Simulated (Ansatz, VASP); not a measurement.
## AlO2: VASP beside Ansatz

File INCAR:

```
  ALGO = Normal
  EDIFF = 1E-6
  EDIFFG = -0.01
  ENCUT = 600
  GGA = PE
  IBRION = 2
  ISIF = 3
  ISMEAR = 0
  LASPH = True
  LCHARG = False
  LREAL = False
  LWAVE = False
  NELM = 60
  NSW = 100
  PREC = Accurate
  SIGMA = 0.1
```

Contents of KPOINTS:

```
k-points
0
Gamma
  16 16 10
```

File POSCAR:

```
AlO2
1.0
    1.6491875465     -2.7392125216      0.0000000000
    1.6491875465      2.7392125216      0.0000000000
    0.0000000000      0.0000000000      4.7367080999
Al O
1 2
Direct
    0.5000000000      0.5000000000      0.5000000000
    0.5000000000      0.5000000000      0.8564748555
    0.5000000000      0.5000000000      0.1435251445
```

Input for Ansatz:

```yaml
crystal:
  lattice:
    - [1.6491875465, -2.7392125216, 0.0]
    - [1.6491875465, 2.7392125216, 0.0]
    - [0.0, 0.0, 4.7367080999]
  atoms:
    - { symbol: Al, position: [0.5, 0.5, 0.5] }
    - { symbol: O, position: [0.5, 0.5, 0.8564748555] }
    - { symbol: O, position: [0.5, 0.5, 0.1435251445] }
basis:
  ecutwfc: 420
kpoints:
  mp_grid: { grid: [16, 16, 10] }
hamiltonian:
  xc: pbe
scf:
  occupations: { method: gaussian, width: 0.1 }
output:
  forces: true
  stress: true
  eigenvalues: true
relax:
  adjacent_minimum: "off"
  f_tol: 0.01
  max_steps: 80
  cell: { stress_tol: 0.05 }
```

Alike in both runs: task relaxation of cell and atoms; functional PBE; k mesh 16 × 16 × 10; occupations gaussian, width 0.1 eV; no spin polarisation.

```csv
,VASP,Ansatz
version,VASP 6.6.1,Ansatz 0.2.0
potentials or method,"VASP PAW PBE potentials, release 64 (Al, O), cutoff 600 eV","scalar-relativistic, plane waves, PAW"
valence electrons in the cell,15,15
```

|  | VASP | Ansatz | Ansatz less VASP |
| --- | --- | --- | --- |
| gap on the k mesh at the Fermi level, each at its own relaxed structure (eV) | none | none | - |
| relaxed volume (Å³/atom) | 14.05 | 14.17 | +0.115 |
| relaxed cell length with the largest relative difference (Å) | 3.206 | 3.217 | +0.0110 |

A gap of «none» marks a metal or a gap that the smearing closes.
